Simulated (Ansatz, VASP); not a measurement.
One calculation of B2N, two programs

```
B N
1.0
    -1.14886    1.14886    3.70359
     1.14886   -1.14886    3.70359
     1.14886    1.14886   -3.70359
B N
2 1
Direct
  0.37595 0.37595 0.00000
  0.62405 0.62405 0.00000
  0.00000 0.00000 0.00000
```

Alike in both runs: functional PBE; k mesh 28 × 28 × 28; occupations gaussian, width 0.1 eV; no spin polarisation.

Ansatz relaxed the structure, and its values are those at the end. VASP's run is a single point on that final structure, the one shown.

|  | VASP | Ansatz |
| --- | --- | --- |
| version | VASP 6.6.1 | Ansatz 0.2.0 |
| potentials or method | VASP PAW PBE potentials, release 64 (B, N), cutoff 520 eV | scalar-relativistic, plane waves, PAW |
| valence electrons in the cell | 11 | 11 |

Ansatz gave:

```
gap on the k mesh at the Fermi level (eV) : none
pressure (GPa)                            : 0.0
rms of the force components (eV/Å)        : 0.000
```

**Question.** What did VASP give for the same quantities?

**Answer.** gap on the k mesh at the Fermi level (eV): none; pressure (GPa): -0.1; rms of the force components (eV/Å): 0.004.

A gap of «none» marks a metal or a gap that the smearing closes.
